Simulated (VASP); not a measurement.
# PrWCl2 (P6/mmm) in VASP: further runs

PrWCl2 is run at these levels: PBE; tasks: single point.

All numbers are computed with VASP 6.6.1; they aren't measurements. Logs are shortened: lines on timing, memory, paths and dates and some standing lists are left out, and cuts for length are marked.

### Step 1. The cell of the first run

It takes space group P6/mmm (No. 191, hexagonal). The conventional cell has a = 4.802 Å, b = 4.802 Å, c = 6.334 Å, α = 90.00°, β = 90.00°, γ = 120.00°. Within 4.3 Å of Pr (site symmetry 6/mmm) lie 2 W at 3.17 Å and 12 Cl at 4.21 Å. Within 3.7 Å of W (site symmetry 6/mmm) lie 6 Cl at 2.77 Å and 2 Pr at 3.17 Å. Cl (site symmetry -6m2) has 3 Cl at 2.77 Å and 3 W at 2.77 Å within 3.7 Å.

The cell was generated, and may not be a known phase.

### Step 2. Single point, PBE

INCAR reads:

```
ALGO = Normal
EDIFF = 1E-6
ENCUT = 500
GGA = PE
GGA_COMPAT = F
ISIF = 2
ISMEAR = 0
LASPH = T
LCHARG = T
LELF = T
LMAXMIX = 6
LREAL = F
LVHAR = T
LWAVE = F
NBANDS = 28
NELM = 200
PREC = Accurate
SIGMA = 0.1
```

KPOINTS reads:

```
k-points
0
Gamma
  6 6 4
```

POSCAR reads:

```
PrWCl2
1.0
    4.8017652400      0.0000000000      0.0000000000
   -2.4008826200      4.1584506800      0.0000000000
    0.0000000000      0.0000000000      6.3337807600
Pr W Cl
1 1 2
Direct
    0.0000000000      0.0000000000      0.0000000000
    0.0000000000      0.0000000000      0.5000000000
    0.3333333300      0.6666666700      0.5000000000
    0.6666666700      0.3333333300      0.5000000000
```

Potentials or basis: VASP PAW PBE potentials, release 64 (Pr_3, W_sv, Cl), 4f in core.

The run is started by

```sh
> cat potpaw_PBE.64/Pr_3/POTCAR potpaw_PBE.64/W_sv/POTCAR potpaw_PBE.64/Cl/POTCAR > POTCAR
> mpirun -np 1 vasp_std > vasp.out
```

OUTCAR:

```text
EDIFF = 1E-6
   ENCUT = 500
   GGA = PE
   ISIF = 2
   ISMEAR = 0
   LASPH = T
   LREAL = F
   NELM = 200
   PREC = Accurate

 ion  position               nearest neighbor table
   1  0.000  0.000  0.000-   2 3.17   2 3.17
   2  0.000  0.000  0.500-   3 2.77   4 2.77   3 2.77   4 2.77   4 2.77   3 2.77   1 3.17   1 3.17

   3  0.333  0.667  0.500-   2 2.77   2 2.77   2 2.77
   4  0.667  0.333  0.500-   2 2.77   2 2.77   2 2.77

  LATTYP: Found a hexagonal cell.
 ALAT       =     4.8017652400
 C/A-ratio  =     1.3190525658

  Lattice vectors:

 A1 = (   4.8017652400,   0.0000000000,   0.0000000000)
 A2 = (  -2.4008826200,   4.1584506800,   0.0000000000)
 A3 = (   0.0000000000,   0.0000000000,   6.3337807600)

Analysis of symmetry for initial positions (statically):
=====================================================================
 Subroutine PRICEL returns:
 Original cell was already a primitive cell.

 Routine SETGRP: Setting up the symmetry group for a
 hexagonal supercell.

 Subroutine GETGRP returns: Found 24 space group operations
 (whereof 24 operations were pure point group operations)
 out of a pool of 24 trial point group operations.

The static configuration has the point symmetry D_6h.

Analysis of symmetry for dynamics (positions and initial velocities):
=====================================================================
 Subroutine PRICEL returns:
 Original cell was already a primitive cell.

 Routine SETGRP: Setting up the symmetry group for a
 hexagonal supercell.

 Subroutine GETGRP returns: Found 24 space group operations
 (whereof 24 operations were pure point group operations)
 out of a pool of 24 trial point group operations.

The dynamic configuration has the point symmetry D_6h.

 Subroutine INISYM returns: Found 24 space group operations
 (whereof 24 operations are pure point group operations),
 and found     1 'primitive' translations

----------------------------------------------------------------------------------------

                                     Primitive cell

  volume of cell :     126.4723

  direct lattice vectors                    reciprocal lattice vectors
     4.801765240  0.000000000  0.000000000     0.208256745  0.120237088  0.000000000
    -2.400882620  4.158450680  0.000000000     0.000000000  0.240474176  0.000000000
     0.000000000  0.000000000  6.333780760     0.000000000  0.000000000  0.157883583

  length of vectors
     4.801765240  4.801765239  6.333780760     0.240474176  0.240474176  0.157883583

  position of ions in fractional coordinates (direct lattice)
     0.000000000  0.000000000  0.000000000
     0.000000000  0.000000000  0.500000000
     0.333333330  0.666666670  0.500000000
     0.666666670  0.333333330  0.500000000

  ion indices of the primitive-cell ions
   primitive index   ion index
                 1           1
                 2           2
                 3           3
                 4           4

----------------------------------------------------------------------------------------

 KPOINTS: k-points

Automatic generation of k-mesh.
 Grid dimensions read from file:
 generate k-points for:    6    6    4

 Generating k-lattice:

  Cartesian coordinates                     Fractional coordinates (reciprocal lattice)
     0.034709458  0.020039515  0.000000000     0.166666667 -0.000000000  0.000000000
     0.000000000  0.040079029  0.000000000     0.000000000  0.166666667  0.000000000
     0.000000000  0.000000000  0.039470896     0.000000000  0.000000000  0.250000000

  Length of vectors
     0.040079029  0.040079029  0.039470896

  Shift w.r.t. Gamma in fractional coordinates (k-lattice)
     0.000000000  0.000000000  0.000000000

 Subroutine IBZKPT returns following result:
 ===========================================

 Found     21 irreducible k-points:

 Following reciprocal coordinates:
            Coordinates               Weight
  0.000000  0.000000  0.000000      1.000000
  0.166667  0.000000  0.000000      6.000000
  0.333333  0.000000  0.000000      6.000000
  0.500000  0.000000  0.000000      3.000000
  0.166667  0.166667  0.000000      6.000000
  0.333333  0.166667  0.000000     12.000000
[... 13 lines left out ...]
  0.333333  0.166667  0.500000     12.000000
  0.333333  0.333333  0.500000      2.000000
   k-points           NKPTS =     21   k-points in BZ     NKDIM =     21   number of bands    NBANDS=     28
   number of dos      NEDOS =    301   number of ions     NIONS =      4
   total plane-waves  NPLWV =  62208
   dimension x,y,z NGX =    36 NGY =   36 NGZ =   48
   dimension x,y,z NGXF=    72 NGYF=   72 NGZF=   96
   ions per type =               1   1   2
   NGX,Y,Z   is equivalent  to a cutoff of  12.46, 12.46, 12.60 a.u.
   NGXF,Y,Z  is equivalent  to a cutoff of  24.93, 24.93, 25.20 a.u.
 SYSTEM =  unknown system
   PREC   = accura    normal or accurate (medium, high low for compatibility)
   ISTART =      0    job   : 0-new  1-cont  2-samecut
   ICHARG =      2    charge: 1-file 2-atom 10-const
   ISPIN  =      1    spin polarized calculation?
   LNONCOLLINEAR =      F non collinear calculations
   LSORBIT =      F    spin-orbit coupling
   LASPH  =      T    aspherical Exc in radial PAW
   ENCUT  =  500.0 eV  36.75 Ry    6.06 a.u.   8.75  8.75 11.55*2*pi/ulx,y,z
   NELM   =    200;   NELMIN=  2; NELMDL= -5     # of ELM steps
   EDIFF  = 0.1E-05   stopping-criterion for ELM
   LREAL  =      F    real-space projection
   EDIFFG = 0.1E-04   stopping-criterion for IOM
   NSW    =      0    number of steps for IOM
   IBRION =     -1    ionic relax: 0-MD 1-quasi-New 2-CG
   NFREE  =      0    steps in history (QN), initial steepest desc. (CG)
   ISIF   =      2    stress and relaxation
   ISYM   =      2    0-nonsym 1-usesym 2-fastsym
   POTIM  = 0.5000    time-step for ionic-motion
   TEBEG  =    0.0;   TEEND  =   0.0 temperature during run
   PSTRESS=    0.0 pullay stress
   NELECT =      39.0000    total number of electrons
   NUPDOWN=      -1.0000    fix difference up-down
   EMIN   =  10.00;   EMAX   =-10.00  energy-range for DOS
   EFERMI =   0.00;   METHOD = LEGACY
   ISMEAR =     0;   SIGMA  =   0.10  broadening in eV -4-tet -1-fermi 0-gaus
   EFERMI_NEDOS =   21; number of points for ismear=-14 and -15
   IALGO  =     38    algorithm
   IMIX   =      4    mixing-type and parameters
     AMIX     =   0.40;   BMIX     =  1.00
     AMIX_MAG =   1.60;   BMIX_MAG =  1.00
  volume/ion in A,a.u.               =      31.62       213.37
  Fermi-wavevector in a.u.,A,eV,Ry     =   1.106024  2.090082 16.643857  1.223289
  Thomas-Fermi vector in A             =   2.242519
   LORBIT       =      0    0 simple, 1 ext, 2 COOP (PROOUT), +10 PAW based schemes
   GGA     = PE    functional components
   LHFCALC =     F    Hartree Fock is set to
   AEXX    =    0.0000 exact exchange contribution
   IVDW    =     0    specifies the selected vdW correction
   LEPSILON=     F    determine dielectric tensor
   LRPA    =     F    only Hartree local field effects (RPA)
 non-spin polarized calculation
 Gauss-broadening in eV      SIGMA  =   0.10
  energy-cutoff  :      500.00
  volume of cell :      126.47
 maximum number of plane-waves:      3234
 NGX is ok and might be reduce to    36
   NGX = 17   NGY = 17   NGZ = 23

 number of electron      38.9999996 magnetization

 Free energy of the ion-electron system (eV)
  ---------------------------------------------------
  ext. energy  EPLUGINS =         0.00000000
  ---------------------------------------------------
  free energy    TOTEN  =       -18.05017125 eV

  energy without entropy =      -18.01280414  energy(sigma->0) =      -18.03148770

 E-fermi :   3.5986     XC(G=0):  -8.7783

 val. band max:        3.5963709703   @ k =   0.3333   0.0000   0.2500
 cond. band min:       3.6051987677   @ k =   0.5000   0.0000   0.2500
 fundamental gap:      0.0088277974
 Fermi energy:         3.5985535517

 k-point     1 :       0.0000    0.0000    0.0000
  band No.  band energies     occupation
      1     -70.7866      2.00000
      2     -35.2530      2.00000
      3     -35.2530      2.00000
      4     -34.3262      2.00000
      5     -33.8414      2.00000
      6     -15.8150      2.00000
[... 20 lines left out ...]
     27       6.7342      0.00000
     28       7.7330      0.00000

 k-point     2 :       0.1667    0.0000    0.0000
  band No.  band energies     occupation
      1     -70.7866      2.00000
      2     -35.2539      2.00000
      3     -35.2531      2.00000
      4     -34.3261      2.00000
      5     -33.8408      2.00000
      6     -15.8291      2.00000
[... 20 lines left out ...]
     27       6.7004      0.00000
     28       7.7425      0.00000

 k-point     3 :       0.3333    0.0000    0.0000
  band No.  band energies     occupation
      1     -70.7866      2.00000
      2     -35.2557      2.00000
      3     -35.2535      2.00000
      4     -34.3260      2.00000
      5     -33.8396      2.00000
      6     -15.8570      2.00000
[... 20 lines left out ...]
     27       6.6399      0.00000
     28       7.3148      0.00000

 k-point     4 :       0.5000    0.0000    0.0000
  band No.  band energies     occupation
      1     -70.7866      2.00000
      2     -35.2567      2.00000
      3     -35.2537      2.00000
      4     -34.3260      2.00000
      5     -33.8391      2.00000
      6     -15.8707      2.00000
[... 20 lines left out ...]
     27       6.6122      0.00000
     28       6.6788      0.00000

 k-point     5 :       0.1667    0.1667    0.0000
  band No.  band energies     occupation
      1     -70.7866      2.00000
      2     -35.2551      2.00000
      3     -35.2536      2.00000
      4     -34.3261      2.00000
      5     -33.8399      2.00000
      6     -15.8475      2.00000
[... 20 lines left out ...]
     27       6.6175      0.00000
     28       7.4530      0.00000

 k-point     6 :       0.3333    0.1667    0.0000
  band No.  band energies     occupation
      1     -70.7866      2.00000
      2     -35.2562      2.00000
      3     -35.2542      2.00000
      4     -34.3260      2.00000
      5     -33.8391      2.00000
      6     -15.8637      2.00000
[... 370 lines left out ...]
      5     -33.8158      2.00000
      6     -15.8700      2.00000
[... 20 lines left out ...]
     27       5.9043      0.00000
     28       6.3864      0.00000

 k-point    19 :       0.1667    0.1667    0.5000
  band No.  band energies     occupation
      1     -70.7866      2.00000
      2     -35.2551      2.00000
      3     -35.2536      2.00000
      4     -34.3468      2.00000
      5     -33.8166      2.00000
      6     -15.8472      2.00000
[... 20 lines left out ...]
     27       5.3684      0.00000
     28       6.2516      0.00000

 k-point    20 :       0.3333    0.1667    0.5000
  band No.  band energies     occupation
      1     -70.7866      2.00000
      2     -35.2562      2.00000
      3     -35.2542      2.00000
      4     -34.3467      2.00000
      5     -33.8158      2.00000
      6     -15.8631      2.00000
[... 20 lines left out ...]
     27       5.8937      0.00000
     28       6.1835      0.00000

 k-point    21 :       0.3333    0.3333    0.5000
  band No.  band energies     occupation
      1     -70.7866      2.00000
      2     -35.2555      2.00000
      3     -35.2555      2.00000
      4     -34.3466      2.00000
      5     -33.8155      2.00000
      6     -15.8540      2.00000
[... 20 lines left out ...]
     27       5.3303      0.00000
     28       5.8568      0.00000

------------------------ aborting loop because EDIFF is reached ----------------------------------------

  FORCE on cell =-STRESS in cart. coord.  units (eV):
  Direction    XX          YY          ZZ          XY          YZ          ZX
  --------------------------------------------------------------------------------------
  -------------------------------------------------------------------------------------
  Total       -4.3348454     -4.3348454     -6.5690980      0.0000000      0.0000000      0.0000000
  in kB      -54.9147096    -54.9147096    -83.2186793      0.0000000      0.0000000      0.0000000
  external PRESSURE =     -64.3493662 kB  Pullay stress =       0.0000000 kB

 VOLUME and BASIS-vectors are now :
 -----------------------------------------------------------------------------
  energy-cutoff  :      500.00
  volume of cell :      126.47
      direct lattice vectors                 reciprocal lattice vectors
     4.801765240  0.000000000  0.000000000     0.208256745  0.120237088  0.000000000
    -2.400882620  4.158450680  0.000000000     0.000000000  0.240474176  0.000000000
     0.000000000  0.000000000  6.333780760     0.000000000  0.000000000  0.157883583

 POSITION                                       TOTAL-FORCE (eV/Angst)
 -----------------------------------------------------------------------------------
      0.00000      0.00000      0.00000         0.000000      0.000000     -0.000000
      0.00000      0.00000      3.16689         0.000000      0.000000     -0.000000
     -0.00000      2.77230      3.16689        -0.000000      0.000000     -0.000000
      2.40088      1.38615      3.16689         0.000000      0.000000      0.000000
 -----------------------------------------------------------------------------------
    total drift:                               -0.000000      0.000000      0.000000

  FREE ENERGIE OF THE ION-ELECTRON SYSTEM (eV)
  ---------------------------------------------------
  free  energy   TOTEN  =       -18.0501712541 eV

  energy  without entropy=      -18.0128041435  energy(sigma->0) =      -18.03148770
```

Wall time 55 s (1 thread of AMD EPYC 7R13 (Zen 3), shared host); peak memory 0.25 GiB.

Results:

| Quantity | Value |
| --- | --- |
| Free energy | -18.0502 eV |
| Pressure | -6.4 GPa |
| Band gap on the k mesh | zero (an odd number of electrons rules out a gap without spin polarisation) |

Stress tensor (GPa, compression positive):
```
-5.49  0.00  0.00
 0.00 -5.49  0.00
 0.00  0.00 -8.32
```

Levels at points of the mesh, in eV from the Fermi level:
| k point | band 16 | band 17 | band 18 | band 19 | band 20 | band 21 | band 22 | band 23 | band 24 | band 25 |
| --- | --- | --- | --- | --- | --- | --- | --- | --- | --- | --- |
| (0.00, 0.00, 0.00) | -3.49 | -2.53 | -1.13 | -0.78 | -0.78 | 1.00 | 1.04 | 1.04 | 1.81 | 1.81 |
| (0.50, 0.00, 0.00) | -3.80 | -1.94 | -1.03 | -0.42 | -0.05 | 0.03 | 1.26 | 1.63 | 2.36 | 2.57 |
| (0.00, 0.00, 0.50) | -3.51 | -0.82 | -0.50 | -0.22 | -0.22 | 0.92 | 0.92 | 0.95 | 1.12 | 1.80 |
| (0.50, 0.00, 0.50) | -3.81 | -0.46 | -0.27 | -0.07 | 0.03 | 0.59 | 0.60 | 0.69 | 1.61 | 1.65 |

Caveat: the cell stands under tension; spin-orbit coupling is left out, which moves the levels of the heavy elements; the 4f electrons are frozen in the core, so they carry no moment and show no levels; an odd number of electrons without spin polarisation forces a metal; a magnetic or distorted state may lie lower; the run has no spin polarisation, though such a crystal can be magnetic.

### Step 3. Single point, PBE

This run uses another cell than the first one, of 26.33 Å³/atom.

INCAR reads:

```
PREC     = Accurate       # precision mode
ENCUT    = 500            # plane-wave cutoff, eV
EDIFF    = 1E-6           # SCF threshold, eV
ISMEAR   = 0              # smearing method
SIGMA    = 0.1            # smearing width, eV
LREAL    = F              # projectors in reciprocal space
LASPH    = T              # aspherical terms in the spheres
NELM     = 200            # most SCF steps
ALGO     = Normal         # electronic algorithm
ISIF     = 2              # what is computed and relaxed
LWAVE    = F              # write WAVECAR
LCHARG   = F              # write CHGCAR
GGA      = PE             # functional
NBANDS   = 28             # bands
GGA_COMPAT= F            
LMAXMIX  = 6              # l up to which the mixer works
```

KPOINTS reads:

```
Automatic mesh
0
Gamma
  12 12 10
```

POSCAR reads:

```
PrWCl2
1.0
    4.6977266194      0.0000000000      0.0000000000
   -2.3488633097      4.0683505925      0.0000000000
    0.0000000000      0.0000000000      5.5101637006
Pr W Cl
1 1 2
Direct
    0.0000000000      0.0000000000      0.0000000000
    0.0000000000      0.0000000000      0.5000000000
    0.3333333333      0.6666666667      0.5000000000
    0.6666666667      0.3333333333      0.5000000000
```

Potentials or basis: VASP PAW PBE potentials, release 64 (Pr_3, W_sv, Cl), 4f in core.

The run is started by

```sh
> cat potpaw_PBE.64/Pr_3/POTCAR potpaw_PBE.64/W_sv/POTCAR potpaw_PBE.64/Cl/POTCAR > POTCAR
> mpirun -np 1 vasp_std > vasp.out
```

It took 3.6 min on 1 thread of AMD EPYC 7R13 (Zen 3), shared host; peak memory 0.41 GiB.

Results (log left out):

* Free energy: -18.8245 eV
* Pressure: 0.0 GPa
* Band gap on the k mesh: zero (an odd number of electrons rules out a gap without spin polarisation)

Stress tensor (GPa, compression positive):
```
 0.04  0.00  0.00
 0.00  0.04  0.00
 0.00  0.00 -0.11
```

Levels at points of the mesh, in eV from the Fermi level:
```csv
k point,band 17,band 18,band 19,band 20,band 21,band 22,band 23,band 24
"(0.00, 0.00, 0.00)",-2.90,-1.79,-1.79,-1.52,1.11,1.19,1.19,2.01
"(0.50, 0.00, 0.00)",-2.62,-2.06,-0.64,-0.63,0.01,1.41,1.72,2.75
"(0.00, 0.00, 0.50)",-0.60,-0.60,-0.31,0.72,0.81,0.81,0.97,1.89
"(0.50, 0.00, 0.50)",-0.87,-0.37,0.38,0.40,0.72,0.92,1.16,1.56
```

Caveat: spin-orbit coupling is left out, which moves the levels of the heavy elements; the 4f electrons are frozen in the core, so they carry no moment and show no levels; an odd number of electrons without spin polarisation forces a metal; a magnetic or distorted state may lie lower; the run has no spin polarisation, though such a crystal can be magnetic. With open d or f shells a metallic result of PBE can be an artefact of self-interaction; +U or a hybrid may open a gap.
